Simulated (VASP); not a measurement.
# NiO (I4/mmm) in VASP: further runs, part 2 of 2

VASP 6.6.1. Earlier steps stand in the parts before.

### Step 4. Single point, r2SCAN, collinear spin, ferromagnetic start (biaxial strain in the a-b plane: -6.0 %)

POSCAR reads:

```
NiO
1.0
    1.9686405872      1.9686405872      0.0000000000
   -1.9686405872      1.9686405872      0.0000000000
    0.0000000000      0.0000000000      4.3393864858
Ni O
2 2
Direct
    0.0000000000      0.0000000000      0.0000000000
    0.5000000000      0.5000000000      0.5000000000
    0.5000000000      0.5000000000      0.0000000000
    0.0000000000      0.0000000000      0.5000000000
```

INCAR.step1 reads:

```
SYSTEM = NiO
  ALGO = Normal
  EDIFF = 1E-4
  ENCUT = 520
  GGA = PE
  ISMEAR = 0
  ISPIN = 2
  LASPH = .TRUE.
  LCHARG = .FALSE.
  LMAXMIX = 4
  LREAL = .FALSE.
  LWAVE = .TRUE.
  MAGMOM = 1.84 1.84 0.31 0.31
  NBANDS = 28
  NELM = 150
  PREC = Accurate
  SIGMA = 0.02
```

INCAR.step2 reads:

```
SYSTEM = NiO
  ALGO = Normal
  EDIFF = 1E-6
  ENCUT = 520
  ISIF = 2
  ISMEAR = 0
  ISPIN = 2
  ISTART = 1
  LASPH = .TRUE.
  LCHARG = .FALSE.
  LMAXMIX = 4
  LMIXTAU = .TRUE.
  LORBIT = 11
  LREAL = .FALSE.
  LWAVE = .FALSE.
  MAGMOM = 1.84 1.84 0.31 0.31
  METAGGA = R2SCAN
  NBANDS = 28
  NELM = 150
  PREC = Accurate
  SIGMA = 0.02
```

KPOINTS reads:

```
k-points
0
G
  10 10 8
  0 0 0
```

Potentials or basis: VASP PAW PBE potentials, release 64 (Ni, O).

Command:

```sh
$ cat potpaw_PBE.64/Ni/POTCAR potpaw_PBE.64/O/POTCAR > POTCAR
$ cp INCAR.step1 INCAR
$ mpirun -np 1 vasp_std > vasp.out
$ cp INCAR.step2 INCAR
$ mpirun -np 1 vasp_std > vasp.out
```

OUTCAR:

```text
SYSTEM = NiO
   EDIFF = 1E-6
   ENCUT = 520
   ISIF = 2
   ISMEAR = 0
   ISPIN = 2
   ISTART = 1
   LASPH = .TRUE.
   LORBIT = 11
   LREAL = .FALSE.
   METAGGA = R2SCAN
   NELM = 150
   PREC = Accurate

 ion  position               nearest neighbor table
   1  0.000  0.000  0.000-   3 1.97   3 1.97   3 1.97   3 1.97   4 2.17   4 2.17   2 2.93   2 2.93
                             2 2.93   2 2.93   2 2.93   2 2.93   2 2.93   2 2.93
   2  0.500  0.500  0.500-   4 1.97   4 1.97   4 1.97   4 1.97   3 2.17   3 2.17   1 2.93   1 2.93
                             1 2.93   1 2.93   1 2.93   1 2.93   1 2.93   1 2.93
   3  0.500  0.500  0.000-   1 1.97   1 1.97   1 1.97   1 1.97   2 2.17   2 2.17
   4  0.000  0.000  0.500-   2 1.97   2 1.97   2 1.97   2 1.97   1 2.17   1 2.17

  LATTYP: Found a simple tetragonal cell.
 ALAT       =     2.7840782179
 C/A-ratio  =     1.5586438836

  Lattice vectors:

 A1 = (   1.9686405872,   1.9686405872,   0.0000000000)
 A2 = (  -1.9686405872,   1.9686405872,   0.0000000000)
 A3 = (   0.0000000000,   0.0000000000,   4.3393864858)

Analysis of symmetry for initial positions (statically):
=====================================================================
 Subroutine PRICEL returns following result:

  LATTYP: Found a body centered tetragonal cell.
 ALAT       =     2.7840782179
 C/A-ratio  =     1.5586438836
[... 12 lines left out ...]
 Subroutine GETGRP returns: Found 16 space group operations
 (whereof 16 operations were pure point group operations)
 out of a pool of 16 trial point group operations.

The static configuration has the point symmetry D_4h.

Analysis of symmetry for dynamics (positions and initial velocities):
=====================================================================
 Subroutine PRICEL returns following result:

  LATTYP: Found a body centered tetragonal cell.
 ALAT       =     2.7840782179
 C/A-ratio  =     1.5586438836
[... 12 lines left out ...]
 Subroutine GETGRP returns: Found 16 space group operations
 (whereof 16 operations were pure point group operations)
 out of a pool of 16 trial point group operations.

The dynamic configuration has the point symmetry D_4h.

[... 168 lines left out ...]
  free energy    TOTEN  =       -39.75811811 eV

  energy without entropy =      -39.75800057  energy(sigma->0) =      -39.75805934

 E-fermi :   9.3313     XC(G=0): -13.9171

 val. band max:        9.3262752190   @ k =   0.5000   0.0000   0.0000
 cond. band min:       9.3365677952   @ k =   0.3000   0.0000   0.0000
 fundamental gap:      0.0102925762
 Fermi energy:         9.3312833080

 spin component 1

 k-point     1 :       0.0000    0.0000    0.0000
  band No.  band energies     occupation
      1     -13.2406      1.00000
      2     -11.8690      1.00000
      3       1.0364      1.00000
      4       4.3479      1.00000
      5       4.3479      1.00000
      6       4.4949      1.00000
[... 733 lines left out ...]
     27      29.6392      0.00000
     28      30.3862      0.00000

 [... further k-points ...]

 spin component 2

 k-point     1 :       0.0000    0.0000    0.0000
  band No.  band energies     occupation
      1     -12.7092      1.00000
      2     -11.2006      1.00000
      3       1.4774      1.00000
      4       4.9625      1.00000
      5       4.9625      1.00000
      6       5.3095      1.00000
[... 733 lines left out ...]
     27      30.1768      0.00000
     28      30.8480      0.00000

 [... further k-points ...]
[... 5 lines left out ...]
  --------------------------------------------------------------------------------------
  -------------------------------------------------------------------------------------
  Total        8.1733702      8.1733702      0.9816012     -0.0000000      0.0000000     -0.0000000
  in kB      389.3324057    389.3324057     46.7578411     -0.0000000      0.0000000     -0.0000000
  external PRESSURE =     275.1408842 kB  Pullay stress =       0.0000000 kB

 VOLUME and BASIS-vectors are now :
 -----------------------------------------------------------------------------
  energy-cutoff  :      520.00
  volume of cell :       33.63
      direct lattice vectors                 reciprocal lattice vectors
     1.968640587  1.968640587  0.000000000     0.253982369  0.253982369  0.000000000
    -1.968640587  1.968640587  0.000000000    -0.253982369  0.253982369  0.000000000
     0.000000000  0.000000000  4.339386486     0.000000000  0.000000000  0.230447323

 POSITION                                       TOTAL-FORCE (eV/Angst)
 -----------------------------------------------------------------------------------
      0.00000      0.00000      0.00000        -0.000000     -0.000000     -0.000000
      0.00000      1.96864      2.16969        -0.000000     -0.000000     -0.000000
      0.00000      1.96864      0.00000         0.000000     -0.000000      0.000000
      0.00000      0.00000      2.16969         0.000000      0.000000     -0.000000
 -----------------------------------------------------------------------------------
    total drift:                                0.000000     -0.000000     -0.000000

  FREE ENERGIE OF THE ION-ELECTRON SYSTEM (eV)
  ---------------------------------------------------
  free  energy   TOTEN  =       -39.7581181133 eV

  energy  without entropy=      -39.7580005652  energy(sigma->0) =      -39.75805934

 total charge

# of ion       s       p       d       tot
------------------------------------------
    1        0.377   0.507   8.254   9.138
    2        0.377   0.507   8.254   9.138
    3        1.558   3.550   0.000   5.107
    4        1.558   3.550   0.000   5.107
--------------------------------------------------
tot          3.869   8.113  16.508  28.490

 magnetization (x)

# of ion       s       p       d       tot
------------------------------------------
    1        0.016   0.014   1.627   1.657
    2        0.016   0.014   1.627   1.657
    3        0.031   0.248   0.000   0.279
    4        0.031   0.248   0.000   0.279
--------------------------------------------------
tot          0.094   0.524   3.254   3.872
```

OUTCAR.step1:

```text
SYSTEM = NiO
   EDIFF = 1E-4
   ENCUT = 520
   GGA = PE
   ISMEAR = 0
   ISPIN = 2
[... 1769 lines left out ...]
      0.00000      0.00000      0.00000         0.000000      0.000000     -0.000000
      0.00000      1.96864      2.16969         0.000000      0.000000     -0.000000
      0.00000      1.96864      0.00000        -0.000000     -0.000000      0.000000
      0.00000      0.00000      2.16969        -0.000000     -0.000000     -0.000000
 -----------------------------------------------------------------------------------
    total drift:                                0.000000     -0.000000     -0.000000

  FREE ENERGIE OF THE ION-ELECTRON SYSTEM (eV)
  ---------------------------------------------------
  free  energy   TOTEN  =       -22.6105973627 eV

  energy  without entropy=      -22.6099035053  energy(sigma->0) =      -22.61025043
```

OSZICAR.step1:

```text
N       E                     dE             d eps       ncg     rms          rms(c)
DAV:   1     0.254450764367E+03    0.25445E+03   -0.14787E+04 12476   0.152E+03
DAV:   2    -0.264681405430E+01   -0.25710E+03   -0.22999E+03 12076   0.343E+02
DAV:   3    -0.265901648444E+02   -0.23943E+02   -0.22583E+02 12832   0.112E+02
DAV:   4    -0.270490778788E+02   -0.45891E+00   -0.45736E+00 12660   0.157E+01
DAV:   5    -0.270599058462E+02   -0.10828E-01   -0.10826E-01 14056   0.234E+00    0.238E+01
DAV:   6    -0.243644209553E+02    0.26955E+01   -0.21177E+01 14928   0.816E+01    0.244E+01
DAV:   7    -0.226116405911E+02    0.17528E+01   -0.57057E+00 14304   0.598E+01    0.991E+00
DAV:   8    -0.226133066626E+02   -0.16661E-02   -0.63896E-01 14144   0.744E+00    0.576E+00
DAV:   9    -0.226080346260E+02    0.52720E-02   -0.37664E-02 16304   0.209E+00    0.126E+00
DAV:  10    -0.226102536939E+02   -0.22191E-02   -0.71712E-03 13208   0.785E-01    0.226E-01
DAV:  11    -0.226105119161E+02   -0.25822E-03   -0.43480E-04 12208   0.268E-01    0.193E-01
DAV:  12    -0.226105973627E+02   -0.85447E-04   -0.16235E-04  7876   0.258E-01
   1 F= -.22610597E+02 E0= -.22610250E+02  d E =-.693857E-03  mag=     2.9188
```

Run time: 11 min. Hardware: 1 thread of AMD EPYC 7R43 (Zen 3), shared host; peak memory 0.23 GiB.

Results:

```yaml
Free_energy: -39.7581 eV
Pressure: 27.5 GPa
Net_moment: 3.93 μB per cell
Site_moments: Ni +1.66; O +0.28 μB
Valence_electrons_inside_the_program's_atomic_spheres: Ni 9.14; O 5.11
```

Caveat: the cell differs from its parent crystal (biaxial strain in the a-b plane: -6.0 %); the stress differs along the axes, from 5 to 39 GPa; the PAW data sets were made with another functional, which shifts forces and pressure a little; semilocal functionals often make such compounds metallic where correlation or magnetic order opens a gap, which also shifts bond lengths.

### Step 5. Single point, r2SCAN, collinear spin, ferromagnetic start (biaxial strain in the a-b plane: -6.0 %, then relaxed in part)

Changes to POSCAR since step 4:

```diff
@@ -4,3 +4,3 @@
    -1.9686405872      1.9686405872      0.0000000000
-    0.0000000000      0.0000000000      4.3393864858
+    0.0000000000      0.0000000000      4.4058446080
 Ni O
```

INCAR.step1 reads:

```
SYSTEM = NiO
PREC = Accurate ; ENCUT = 520
ISMEAR = 0 ; SIGMA = 0.02
LREAL = .False. ; LASPH = .True.
NELM = 150 ; ISPIN = 2
MAGMOM = 1.84 1.84 0.31 0.31 ; LMAXMIX = 4
NBANDS = 28 ; GGA = PE
ALGO = Normal ; EDIFF = 1E-4
LWAVE = .True. ; LCHARG = .False.
```

INCAR.step2 reads:

```
SYSTEM = NiO
PREC = Accurate ; ENCUT = 520
EDIFF = 1E-6 ; ISMEAR = 0
SIGMA = 0.02 ; LREAL = .False.
LASPH = .True. ; NELM = 150
ALGO = Normal ; ISIF = 2
LWAVE = .False. ; LCHARG = .False.
ISPIN = 2 ; MAGMOM = 1.84 1.84 0.31 0.31
LORBIT = 11 ; LMAXMIX = 4
METAGGA = R2SCAN ; LMIXTAU = .True.
NBANDS = 28 ; ISTART = 1
```

KPOINTS reads:

```
Automatic mesh
0
Gamma
  10 10 8
  0 0 0
```

Potentials or basis: VASP PAW PBE potentials, release 64 (Ni, O).

Command:

```sh
$ cat potpaw_PBE.64/Ni/POTCAR potpaw_PBE.64/O/POTCAR > POTCAR
$ cp INCAR.step1 INCAR
$ mpirun -np 1 vasp_std > vasp.out
$ cp INCAR.step2 INCAR
$ mpirun -np 1 vasp_std > vasp.out
```

OUTCAR:

```text
SYSTEM = NiO
   PREC = Accurate
   ENCUT = 520
   EDIFF = 1E-6
   ISMEAR = 0
   LREAL = .False.
   LASPH = .True.
   NELM = 150
   ISIF = 2
   ISPIN = 2
   LORBIT = 11
   METAGGA = R2SCAN
   ISTART = 1

 ion  position               nearest neighbor table
   1  0.000  0.000  0.000-   3 1.97   3 1.97   3 1.97   3 1.97   4 2.20   4 2.20   2 2.95   2 2.95
                             2 2.95   2 2.95   2 2.95   2 2.95   2 2.95   2 2.95
   2  0.500  0.500  0.500-   4 1.97   4 1.97   4 1.97   4 1.97   3 2.20   3 2.20   1 2.95   1 2.95
                             1 2.95   1 2.95   1 2.95   1 2.95   1 2.95   1 2.95
   3  0.500  0.500  0.000-   1 1.97   1 1.97   1 1.97   1 1.97   2 2.20   2 2.20
   4  0.000  0.000  0.500-   2 1.97   2 1.97   2 1.97   2 1.97   1 2.20   1 2.20

  LATTYP: Found a simple tetragonal cell.
 ALAT       =     2.7840782179
 C/A-ratio  =     1.5825146649

  Lattice vectors:

 A1 = (   1.9686405872,   1.9686405872,   0.0000000000)
 A2 = (  -1.9686405872,   1.9686405872,   0.0000000000)
 A3 = (   0.0000000000,   0.0000000000,   4.4058446080)

Analysis of symmetry for initial positions (statically):
=====================================================================
 Subroutine PRICEL returns following result:

  LATTYP: Found a body centered tetragonal cell.
 ALAT       =     2.7840782179
 C/A-ratio  =     1.5825146649
[... 12 lines left out ...]
 Subroutine GETGRP returns: Found 16 space group operations
 (whereof 16 operations were pure point group operations)
 out of a pool of 16 trial point group operations.

The static configuration has the point symmetry D_4h.

Analysis of symmetry for dynamics (positions and initial velocities):
=====================================================================
 Subroutine PRICEL returns following result:

  LATTYP: Found a body centered tetragonal cell.
 ALAT       =     2.7840782179
 C/A-ratio  =     1.5825146649
[... 12 lines left out ...]
 Subroutine GETGRP returns: Found 16 space group operations
 (whereof 16 operations were pure point group operations)
 out of a pool of 16 trial point group operations.

The dynamic configuration has the point symmetry D_4h.

Analysis of structural, dynamic, and magnetic symmetry:
=====================================================================
[... 170 lines left out ...]
 E-fermi :   9.0587     XC(G=0): -13.8115

 val. band max:        9.0350752238   @ k =   0.3000   0.0000   0.0000
 cond. band min:       9.0625940198   @ k =   0.3000   0.1000   0.0000
 fundamental gap:      0.0275187960
 Fermi energy:         9.0587434258

 spin component 1

 k-point     1 :       0.0000    0.0000    0.0000
  band No.  band energies     occupation
      1     -13.3415      1.00000
      2     -12.0428      1.00000
      3       0.9186      1.00000
      4       4.2269      1.00000
      5       4.2269      1.00000
      6       4.2591      1.00000
[... 733 lines left out ...]
     27      29.3682      0.00000
     28      29.8637      0.00000

 [... further k-points ...]

 spin component 2

 k-point     1 :       0.0000    0.0000    0.0000
  band No.  band energies     occupation
      1     -12.8139      1.00000
      2     -11.3864      1.00000
      3       1.3551      1.00000
      4       4.8327      1.00000
      5       4.8328      1.00000
      6       5.1392      1.00000
[... 733 lines left out ...]
     27      29.8991      0.00000
     28      30.3313      0.00000

 [... further k-points ...]
[... 5 lines left out ...]
  --------------------------------------------------------------------------------------
  -------------------------------------------------------------------------------------
  Total        7.6825578      7.6825578     -0.0705004      0.0000000     -0.0000000     -0.0000000
  in kB      360.4328611    360.4328611     -3.3075781      0.0000000     -0.0000000     -0.0000000
  external PRESSURE =     239.1860481 kB  Pullay stress =       0.0000000 kB

 VOLUME and BASIS-vectors are now :
 -----------------------------------------------------------------------------
  energy-cutoff  :      520.00
  volume of cell :       34.15
      direct lattice vectors                 reciprocal lattice vectors
     1.968640587  1.968640587  0.000000000     0.253982369  0.253982369  0.000000000
    -1.968640587  1.968640587  0.000000000    -0.253982369  0.253982369  0.000000000
     0.000000000  0.000000000  4.405844608     0.000000000  0.000000000  0.226971237

 POSITION                                       TOTAL-FORCE (eV/Angst)
 -----------------------------------------------------------------------------------
      0.00000      0.00000      0.00000        -0.000000     -0.000000      0.000000
      0.00000      1.96864      2.20292        -0.000000      0.000000      0.000000
      0.00000      1.96864      0.00000         0.000000      0.000000      0.000000
      0.00000      0.00000      2.20292         0.000000     -0.000000      0.000000
 -----------------------------------------------------------------------------------
    total drift:                                0.000000     -0.000000     -0.000000

  FREE ENERGIE OF THE ION-ELECTRON SYSTEM (eV)
  ---------------------------------------------------
  free  energy   TOTEN  =       -39.7665319767 eV

  energy  without entropy=      -39.7664686950  energy(sigma->0) =      -39.76650034

 total charge

# of ion       s       p       d       tot
------------------------------------------
    1        0.374   0.498   8.245   9.117
    2        0.374   0.498   8.245   9.117
    3        1.558   3.542   0.000   5.100
    4        1.558   3.542   0.000   5.100
--------------------------------------------------
tot          3.865   8.079  16.490  28.434

 magnetization (x)

# of ion       s       p       d       tot
------------------------------------------
    1        0.017   0.014   1.623   1.654
    2        0.017   0.014   1.623   1.654
    3        0.030   0.245   0.000   0.275
    4        0.030   0.245   0.000   0.275
--------------------------------------------------
tot          0.094   0.518   3.247   3.858
```

OUTCAR.step1:

```text
SYSTEM = NiO
   PREC = Accurate
   ENCUT = 520
   ISMEAR = 0
   LREAL = .False.
   LASPH = .True.
   NELM = 150
[... 1769 lines left out ...]
      0.00000      1.96864      2.20292        -0.000000      0.000000      0.000000
      0.00000      1.96864      0.00000         0.000000     -0.000000      0.000000
      0.00000      0.00000      2.20292        -0.000000      0.000000      0.000000
 -----------------------------------------------------------------------------------
    total drift:                                0.000000     -0.000000     -0.000000

  FREE ENERGIE OF THE ION-ELECTRON SYSTEM (eV)
  ---------------------------------------------------
  free  energy   TOTEN  =       -22.6532008715 eV

  energy  without entropy=      -22.6528888675  energy(sigma->0) =      -22.65304487
```

OSZICAR.step1:

```text
N       E                     dE             d eps       ncg     rms          rms(c)
DAV:   1     0.253740569116E+03    0.25374E+03   -0.14787E+04 12540   0.151E+03
DAV:   2    -0.270154799684E+01   -0.25644E+03   -0.22991E+03 12120   0.341E+02
DAV:   3    -0.266959633241E+02   -0.23994E+02   -0.22668E+02 12872   0.112E+02
DAV:   4    -0.271618704917E+02   -0.46591E+00   -0.46422E+00 12672   0.158E+01
DAV:   5    -0.271728591700E+02   -0.10989E-01   -0.10987E-01 13924   0.235E+00    0.235E+01
DAV:   6    -0.245248349454E+02    0.26480E+01   -0.21458E+01 14932   0.821E+01    0.246E+01
DAV:   7    -0.226460073851E+02    0.18788E+01   -0.61964E+00 14240   0.612E+01    0.977E+00
DAV:   8    -0.226545310738E+02   -0.85237E-02   -0.68819E-01 14452   0.795E+00    0.574E+00
DAV:   9    -0.226505414937E+02    0.39896E-02   -0.46140E-02 16500   0.242E+00    0.142E+00
DAV:  10    -0.226529456997E+02   -0.24042E-02   -0.90726E-03 13232   0.925E-01    0.330E-01
DAV:  11    -0.226532537838E+02   -0.30808E-03   -0.72931E-04 13696   0.296E-01    0.138E-01
DAV:  12    -0.226532008715E+02    0.52912E-04   -0.10009E-04  7608   0.172E-01
   1 F= -.22653201E+02 E0= -.22653045E+02  d E =-.312004E-03  mag=     2.9227
```

Wall time 12 min (1 thread of AMD EPYC 7R43 (Zen 3), shared host); peak memory 0.25 GiB.

Results:

* Free energy: -39.7665 eV
* Pressure: 23.9 GPa
* Net moment: 3.92 μB per cell
* Site moments: Ni +1.65; O +0.28 μB
* Valence electrons inside the program's atomic spheres: Ni 9.12; O 5.10

Caveat: the cell differs from its parent crystal (biaxial strain in the a-b plane: -6.0 %, then relaxed in part); the stress differs along the axes, from -0 to 36 GPa; the PAW data sets were made with another functional, which shifts forces and pressure a little; semilocal functionals often make such compounds metallic where correlation or magnetic order opens a gap, which also shifts bond lengths.

### Step 6. Overview

```csv
cell,gap on the mesh (eV),pressure (GPa),moment (μB)
"a = 3.006, b = 3.006, c = 3.937 Å, 4 atoms",0.17,10.2,4.00
"a = 3.080, b = 3.080, c = 4.084 Å, 4 atoms",0.56,-8.5,4.00
"a = 2.784, b = 2.784, c = 4.339 Å, 4 atoms",none,27.5,3.93
"a = 2.784, b = 2.784, c = 4.406 Å, 4 atoms",none,23.9,3.92
```

Alike in all rows: task single point; level r2SCAN; potentials or basis VASP PAW PBE potentials, release 64 (Ni, O); spin collinear, ferromagnetic start; k mesh 10 × 10 × 8; cutoff (eV) 520; smearing gaussian 0.02 eV.

Caveats: the PAW data sets were made with another functional, which shifts forces and pressure a little; semilocal functionals underestimate gaps, and a narrow one can read as zero (at least some runs); semilocal functionals often make such compounds metallic where correlation or magnetic order opens a gap, which also shifts bond lengths (at least some runs); the stress differs along the axes, from 2 to 28 GPa (at least some runs); the stress differs along the axes, from -13 to 0 GPa (at least some runs); the stress differs along the axes, from 5 to 39 GPa (at least some runs); the stress differs along the axes, from -0 to 36 GPa (at least some runs).

Absolute energies hang on the potentials; compare differences alone.

The gap in the log of VASP goes by the Fermi energy; the results here count the filled bands.